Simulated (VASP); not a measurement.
# Pt (Fm-3m) in VASP: notebook

Runs on Pt. Level: PBE. Tasks: single point, relaxation of cell and atoms.

Program: VASP 6.6.1. These are calculated values, not measurements. Logs are shortened: lines on timing, memory, paths and dates and some standing lists are left out, and cuts for length are marked.

### 1 The cell of the first run

It takes space group Fm-3m (No. 225, cubic). Conventional cell: a = 3.974 Å, b = 3.974 Å, c = 3.974 Å, α = 90.00°, β = 90.00°, γ = 90.00°. Pt (site symmetry m-3m) has 12 Pt at 2.81 Å within 3.7 Å.

### 2 Single point, PBE

The input, INCAR:

```
SYSTEM = Pt
PREC     = Accurate       ! precision mode
ENCUT    = 520            ! plane-wave cutoff, eV
EDIFF    = 1E-7           ! SCF threshold, eV
ISMEAR   = -1             ! smearing method
SIGMA    = 0.15           ! smearing width, eV
LREAL    = .FALSE.        ! projectors in reciprocal space
LASPH    = .TRUE.         ! aspherical terms in the spheres
NELM     = 80             ! most SCF steps
ALGO     = Normal         ! electronic algorithm
ISIF     = 2              ! what is computed and relaxed
LWAVE    = .FALSE.        ! write WAVECAR
LCHARG   = .FALSE.        ! write CHGCAR
GGA      = PE             ! functional
NBANDS   = 11             ! bands
```

The input, KPOINTS:

```
Automatic mesh
0
G
  20 20 20
  0 0 0
```

The input, POSCAR:

```
Pt
1.0
    0.0000000000      1.9871275603      1.9871275603
    1.9871275603      0.0000000000      1.9871275603
    1.9871275603      1.9871275603      0.0000000000
Pt
1
Direct
    0.0000000000      0.0000000000      0.0000000000
```

Potentials or basis: VASP PAW PBE potentials, release 64 (Pt).

Started as:

```bash
$ cat potpaw_PBE.64/Pt/POTCAR > POTCAR
$ mpirun -np 1 vasp_std > vasp.out
```

OUTCAR:

```text
SYSTEM = Pt
   PREC = Accurate
   ENCUT = 520
   EDIFF = 1E-7
   ISMEAR = -1
   LREAL = .FALSE.
   LASPH = .TRUE.
   NELM = 80
   ISIF = 2
   GGA = PE

 ion  position               nearest neighbor table
   1  0.000  0.000  0.000-

  LATTYP: Found a face centered cubic cell.
 ALAT       =     3.9742551206

  Lattice vectors:

 A1 = (   0.0000000000,   1.9871275603,   1.9871275603)
 A2 = (   1.9871275603,   0.0000000000,   1.9871275603)
 A3 = (   1.9871275603,   1.9871275603,   0.0000000000)

Analysis of symmetry for initial positions (statically):
=====================================================================
 Subroutine PRICEL returns:
 Original cell was already a primitive cell.

 Routine SETGRP: Setting up the symmetry group for a
 face centered cubic supercell.

 Subroutine GETGRP returns: Found 48 space group operations
 (whereof 48 operations were pure point group operations)
 out of a pool of 48 trial point group operations.

The static configuration has the point symmetry O_h .

Analysis of symmetry for dynamics (positions and initial velocities):
=====================================================================
 Subroutine PRICEL returns:
 Original cell was already a primitive cell.

 Routine SETGRP: Setting up the symmetry group for a
 face centered cubic supercell.

 Subroutine GETGRP returns: Found 48 space group operations
 (whereof 48 operations were pure point group operations)
 out of a pool of 48 trial point group operations.

The dynamic configuration has the point symmetry O_h .

 Subroutine INISYM returns: Found 48 space group operations
 (whereof 48 operations are pure point group operations),
 and found     1 'primitive' translations

----------------------------------------------------------------------------------------

                                     Primitive cell

  volume of cell :      15.6930

  direct lattice vectors                    reciprocal lattice vectors
     0.000000000  1.987127560  1.987127560    -0.251619478  0.251619478  0.251619478
     1.987127560  0.000000000  1.987127560     0.251619478 -0.251619478  0.251619478
     1.987127560  1.987127560  0.000000000     0.251619478  0.251619478 -0.251619478

  length of vectors
     2.810222746  2.810222746  2.810222746     0.435817721  0.435817721  0.435817721

  position of ions in fractional coordinates (direct lattice)
     0.000000000  0.000000000  0.000000000

  ion indices of the primitive-cell ions
   primitive index   ion index
                 1           1

----------------------------------------------------------------------------------------

 KPOINTS: Automatic mesh

Automatic generation of k-mesh.
 Grid dimensions read from file:
 generate k-points for:   20   20   20

 Generating k-lattice:

  Cartesian coordinates                     Fractional coordinates (reciprocal lattice)
    -0.012580974  0.012580974  0.012580974     0.050000000  0.000000000  0.000000000
     0.012580974 -0.012580974  0.012580974     0.000000000  0.050000000  0.000000000
     0.012580974  0.012580974 -0.012580974     0.000000000  0.000000000  0.050000000

  Length of vectors
     0.021790886  0.021790886  0.021790886

  Shift w.r.t. Gamma in fractional coordinates (k-lattice)
     0.000000000  0.000000000  0.000000000

 Subroutine IBZKPT returns following result:
 ===========================================

 Found    256 irreducible k-points:

 Following reciprocal coordinates:
            Coordinates               Weight
  0.000000  0.000000  0.000000      1.000000
  0.050000  0.000000  0.000000      8.000000
  0.100000  0.000000  0.000000      8.000000
  0.150000  0.000000  0.000000      8.000000
  0.200000  0.000000  0.000000      8.000000
  0.250000  0.000000  0.000000      8.000000
[... 16 lines left out ...]
 -0.400000  0.050000  0.000000     24.000000
 -0.350000  0.050000  0.000000     24.000000
 [... further k-points ...]
   k-points           NKPTS =    256   k-points in BZ     NKDIM =    256   number of bands    NBANDS=     11
   number of dos      NEDOS =    301   number of ions     NIONS =      1
   total plane-waves  NPLWV =  13824
   dimension x,y,z NGX =    24 NGY =   24 NGZ =   24
   dimension x,y,z NGXF=    48 NGYF=   48 NGZF=   48
   ions per type =               1
   NGX,Y,Z   is equivalent  to a cutoff of  14.20, 14.20, 14.20 a.u.
   NGXF,Y,Z  is equivalent  to a cutoff of  28.40, 28.40, 28.40 a.u.
 SYSTEM =  Pt
   PREC   = accura    normal or accurate (medium, high low for compatibility)
   ISTART =      0    job   : 0-new  1-cont  2-samecut
   ICHARG =      2    charge: 1-file 2-atom 10-const
   ISPIN  =      1    spin polarized calculation?
   LNONCOLLINEAR =      F non collinear calculations
   LSORBIT =      F    spin-orbit coupling
   LASPH  =      T    aspherical Exc in radial PAW
   ENCUT  =  520.0 eV  38.22 Ry    6.18 a.u.   5.23  5.23  5.23*2*pi/ulx,y,z
   NELM   =     80;   NELMIN=  2; NELMDL= -5     # of ELM steps
   EDIFF  = 0.1E-06   stopping-criterion for ELM
   LREAL  =      F    real-space projection
   EDIFFG = 0.1E-05   stopping-criterion for IOM
   NSW    =      0    number of steps for IOM
   IBRION =     -1    ionic relax: 0-MD 1-quasi-New 2-CG
   NFREE  =      0    steps in history (QN), initial steepest desc. (CG)
   ISIF   =      2    stress and relaxation
   ISYM   =      2    0-nonsym 1-usesym 2-fastsym
   POTIM  = 0.5000    time-step for ionic-motion
   TEBEG  =    0.0;   TEEND  =   0.0 temperature during run
   PSTRESS=    0.0 pullay stress
   NELECT =      10.0000    total number of electrons
   NUPDOWN=      -1.0000    fix difference up-down
   EMIN   =  10.00;   EMAX   =-10.00  energy-range for DOS
   EFERMI =   0.00;   METHOD = LEGACY
   ISMEAR =    -1;   SIGMA  =   0.15  broadening in eV -4-tet -1-fermi 0-gaus
   EFERMI_NEDOS =   21; number of points for ismear=-14 and -15
   IALGO  =     38    algorithm
   IMIX   =      4    mixing-type and parameters
     AMIX     =   0.40;   BMIX     =  1.00
     AMIX_MAG =   1.60;   BMIX_MAG =  1.00
  volume/ion in A,a.u.               =      15.69       105.90
  Fermi-wavevector in a.u.,A,eV,Ry     =   1.408767  2.662183 27.002445  1.984624
  Thomas-Fermi vector in A             =   2.530891
   LORBIT       =      0    0 simple, 1 ext, 2 COOP (PROOUT), +10 PAW based schemes
   GGA     = PE    functional components
[... 5 lines left out ...]
 non-spin polarized calculation
  energy-cutoff  :      520.00
  volume of cell :       15.69
 maximum number of plane-waves:       444
 NGX is ok and might be reduce to    24
   NGX = 11   NGY = 11   NGZ = 11

 number of electron      10.0000002 magnetization

 Free energy of the ion-electron system (eV)
  ---------------------------------------------------
  ext. energy  EPLUGINS =         0.00000000
  ---------------------------------------------------
  free energy    TOTEN  =        -6.16221300 eV

  energy without entropy =       -6.04798875  energy(sigma->0) =       -6.10510087

 E-fermi :  10.5415     XC(G=0): -13.2525

 val. band max:       10.5345449252   @ k =   0.4000   0.1000   0.0500
 cond. band min:      10.5472566446   @ k =   0.5000   0.2500   0.0500
 fundamental gap:      0.0127117194
 Fermi energy:        10.5414771250

 k-point     1 :       0.0000    0.0000    0.0000
  band No.  band energies     occupation
      1       0.7402      2.00000
      2       6.9682      2.00000
      3       6.9682      2.00000
      4       6.9682      2.00000
      5       8.9838      1.99994
      6       8.9838      1.99994
      7      25.2606      0.00000
      8      29.9993      0.00000
      9      29.9993      0.00000
     10      29.9993      0.00000
     11      35.1983      0.00000

 k-point     2 :       0.0500    0.0000    0.0000
  band No.  band energies     occupation
      1       0.8373      2.00000
      2       6.9258      2.00000
      3       7.0065      2.00000
      4       7.0065      2.00000
      5       8.9626      1.99995
      6       8.9626      1.99995
      7      25.4082      0.00000
      8      29.4471      0.00000
      9      30.1444      0.00000
     10      30.1444      0.00000
     11      35.7934      0.00000

 k-point     3 :       0.1000    0.0000    0.0000
  band No.  band energies     occupation
      1       1.1221      2.00000
      2       6.8132      2.00000
      3       7.1098      2.00000
      4       7.1098      2.00000
      5       8.9136      1.99996
      6       8.9136      1.99996
      7      25.8160      0.00000
      8      28.2372      0.00000
      9      30.5679      0.00000
     10      30.5679      0.00000
     11      36.6189      0.00000

 k-point     4 :       0.1500    0.0000    0.0000
  band No.  band energies     occupation
      1       1.5716      2.00000
      2       6.6735      2.00000
      3       7.2391      2.00000
      4       7.2391      2.00000
      5       8.8835      1.99997
      6       8.8835      1.99997
      7      26.3401      0.00000
      8      26.8383      0.00000
      9      31.2324      0.00000
     10      31.2324      0.00000
     11      35.4529      0.00000

 k-point     5 :       0.2000    0.0000    0.0000
  band No.  band energies     occupation
      1       2.1371      2.00000
      2       6.5795      2.00000
      3       7.3272      2.00000
      4       7.3272      2.00000
      5       8.9462      1.99995
      6       8.9462      1.99995
      7      25.2483      0.00000
      8      26.8403      0.00000
      9      32.0524      0.00000
     10      32.0524      0.00000
     11      34.1049      0.00000
[... 211 lines left out ...]
 k-point    21 :       0.5000    0.0500    0.0000
  band No.  band energies     occupation
      1       3.6776      2.00000
      2       6.8485      2.00000
      3       6.9775      2.00000
      4       9.4447      1.99867
      5      10.5540      0.95836
      6      11.2854      0.01393
      7      16.1101      0.00000
      8      24.9565      0.00000
      9      29.0236      0.00000
     10      29.0799      0.00000
     11      38.0560      0.00000

 k-point    22 :      -0.4500    0.0500    0.0000
  band No.  band energies     occupation
      1       3.6780      2.00000
      2       6.8660      2.00000
      3       6.9772      2.00000
      4       9.3804      1.99913
      5      10.4375      1.33334
      6      11.2330      0.01970
      7      16.3355      0.00000
      8      24.9903      0.00000
      9      28.8606      0.00000
     10      29.3962      0.00000
     11      37.8326      0.00000

 k-point    23 :      -0.4000    0.0500    0.0000
  band No.  band energies     occupation
      1       3.6684      2.00000
      2       6.9340      2.00000
      3       7.0275      2.00000
      4       8.7528      1.99999
      5      10.1645      1.85013
      6      10.8258      0.26130
      7      17.6084      0.00000
      8      25.2272      0.00000
      9      29.1083      0.00000
     10      30.1396      0.00000
     11      36.8546      0.00000

 k-point    24 :      -0.3500    0.0500    0.0000
  band No.  band energies     occupation
      1       3.6045      2.00000
      2       7.0394      2.00000
      3       7.1218      2.00000
      4       7.8623      2.00000
      5       9.7857      1.98712
      6      10.4004      1.43836
      7      19.3403      0.00000
      8      25.6565      0.00000
      9      29.6979      0.00000
     10      31.2637      0.00000
     11      35.4907      0.00000

 [... further k-points ...]
[... 5 lines left out ...]
  --------------------------------------------------------------------------------------
  -------------------------------------------------------------------------------------
  Total       -0.0470148     -0.0470148     -0.0470148     -0.0000000     -0.0000000     -0.0000000
  in kB       -4.7999655     -4.7999655     -4.7999655     -0.0000000     -0.0000000     -0.0000000
  external PRESSURE =      -4.7999655 kB  Pullay stress =       0.0000000 kB

 VOLUME and BASIS-vectors are now :
 -----------------------------------------------------------------------------
  energy-cutoff  :      520.00
  volume of cell :       15.69
      direct lattice vectors                 reciprocal lattice vectors
     0.000000000  1.987127560  1.987127560    -0.251619478  0.251619478  0.251619478
     1.987127560  0.000000000  1.987127560     0.251619478 -0.251619478  0.251619478
     1.987127560  1.987127560  0.000000000     0.251619478  0.251619478 -0.251619478

 POSITION                                       TOTAL-FORCE (eV/Angst)
 -----------------------------------------------------------------------------------
      0.00000      0.00000      0.00000         0.000000     -0.000000      0.000000
 -----------------------------------------------------------------------------------
    total drift:                                0.000000     -0.000000     -0.000000

  FREE ENERGIE OF THE ION-ELECTRON SYSTEM (eV)
  ---------------------------------------------------
  free  energy   TOTEN  =        -6.1622129971 eV

  energy  without entropy=       -6.0479887487  energy(sigma->0) =       -6.10510087
```

Run time: 18 s. Hardware: 1 thread of Intel Xeon Platinum 8488C (Sapphire Rapids), shared host; peak memory 0.17 GiB.

What came out:

```yaml
Free_energy: -6.1622 eV
Pressure: -0.5 GPa
Band_gap_on_the_k_mesh: zero (band 5 reaches 10.97 eV, above the bottom of band 6 at 8.88 eV)
```

Caveat: spin-orbit coupling is left out, which moves the levels of the heavy elements.

### 3 Single point, PBE

This run uses another cell than the first one, of 15.64 Å³/atom, 0.997 times its volume.

The input, INCAR:

```
SYSTEM = Pt
PREC     = Accurate       ! precision mode
ENCUT    = 520            ! plane-wave cutoff, eV
EDIFF    = 1E-6           ! SCF threshold, eV
ISMEAR   = 0              ! smearing method
SIGMA    = 0.1            ! smearing width, eV
LREAL    = .FALSE.        ! projectors in reciprocal space
LASPH    = .TRUE.         ! aspherical terms in the spheres
NELM     = 60             ! most SCF steps
ALGO     = Fast           ! electronic algorithm
ISIF     = 2              ! what is computed and relaxed
LWAVE    = .FALSE.        ! write WAVECAR
LCHARG   = .FALSE.        ! write CHGCAR
GGA      = PE             ! functional
ISYM     = 0            
NBANDS   = 11             ! bands
```

The input, KPOINTS:

```
regular mesh
0
G
  12 12 15
  0 0 0
```

The input, POSCAR:

```
Pt
1.0
    2.8072945022      0.0000000000      0.0000000000
   -1.4036472511      2.4311883548      0.0000000000
    1.4036472511      0.8103961183      2.2921463627
Pt
1
Direct
    0.0000000000      0.0000000000      0.0000000000
```

Potentials or basis: VASP PAW PBE potentials, release 64 (Pt).

Started as:

```bash
$ cat potpaw_PBE.64/Pt/POTCAR > POTCAR
$ mpirun -np 1 vasp_std > vasp.out
```

Run time: 77 s. Hardware: 1 thread of Intel Xeon Platinum 8488C (Sapphire Rapids), shared host; peak memory 0.3 GiB.

The run converged. Its results:

```
Free energy            : -6.1035 eV
Pressure               : -0.4 GPa
Band gap on the k mesh : zero (band 5 reaches 11.04 eV, above the bottom of band 6 at 8.94 eV)
```

Levels at points of the mesh, in eV from the Fermi level:
```tsv
k point	band 1	band 2	band 3	band 4	band 5	band 6	band 7	band 8	band 9	band 10
(0.00, 0.00, 0.00)	-9.82	-3.57	-3.57	-3.57	-1.54	-1.54	14.73	19.49	19.49	19.49
(0.50, 0.00, 0.00)	-6.69	-6.25	0.00	0.45	0.45	1.85	8.49	11.27	11.27	19.70
(0.00, 0.50, 0.00)	-6.95	-3.63	-3.63	-0.33	0.03	0.03	5.56	14.28	18.72	18.72
(0.50, 0.50, 0.00)	-6.95	-3.63	-3.63	-0.33	0.03	0.03	5.56	14.28	18.72	18.72
```

Caveat: spin-orbit coupling is left out, which moves the levels of the heavy elements.

[end of part 1 of 2]
